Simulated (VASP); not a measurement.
Wanted: the native input for a VASP 6.6.1 run.

| Property | Result |
| --- | --- |
| Task | single point |
| Functional | PBEsol |
| Potentials or basis | VASP PAW PBE potentials, release 64 (Pb_d, I) |
| Cutoff | 500 eV |
| k mesh | 10 × 10 × 6 |
| Occupations | fermi-dirac, width 0.1 eV |
| Spin | no spin polarisation |
| Dipole correction | no |
| Further INCAR settings | ALGO = Normal; EDIFF = 1e-06; NBANDS = 21 |

The structure of PbI2 lies in POSCAR:

```
PbI2
1.0
    4.5451946608      0.0000000000      0.0000000000
   -2.2725973304      3.9362540414      0.0000000000
    0.0000000000      0.0000000000      7.0652910767
Pb I
1 2
Direct
    0.0000000000      0.0000000000      0.0000000000
    0.3333333333      0.6666666667      0.2632475492
    0.6666666667      0.3333333333      0.7367524508
```

One way to write it, as run:

INCAR

```
SYSTEM = PbI2
  ALGO = Normal
  EDIFF = 1E-6
  ENCUT = 500
  GGA = PS
  GGA_COMPAT = .False.
  ISIF = 2
  ISMEAR = -1
  LASPH = .True.
  LCHARG = .False.
  LREAL = .False.
  LWAVE = .False.
  NBANDS = 21
  NELM = 120
  PREC = Accurate
  SIGMA = 0.1
```

KPOINTS

```
k-points
0
Gamma
  10 10 6
  0 0 0
```

Potentials or basis: VASP PAW PBE potentials, release 64 (Pb_d, I).

Launch:

```sh
$ cat potpaw_PBE.64/Pb_d/POTCAR potpaw_PBE.64/I/POTCAR > POTCAR
$ mpirun -np 1 vasp_std > vasp.out
```

It gave:

* Pressure: 0.0 GPa
* Band gap on the k mesh: 2.15 eV

Caveat: the PAW data sets were made with another functional, which shifts forces and pressure a little; spin-orbit coupling is left out, which moves the levels of the heavy elements; this functional lacks dispersion, which binds the layers, so the pressure and a relaxed spacing across them are unreliable.

It took 63 s on 1 thread of Intel(R) Xeon(R) 6975P-C (Granite Rapids), on a shared host, peak memory 0.35 GiB.
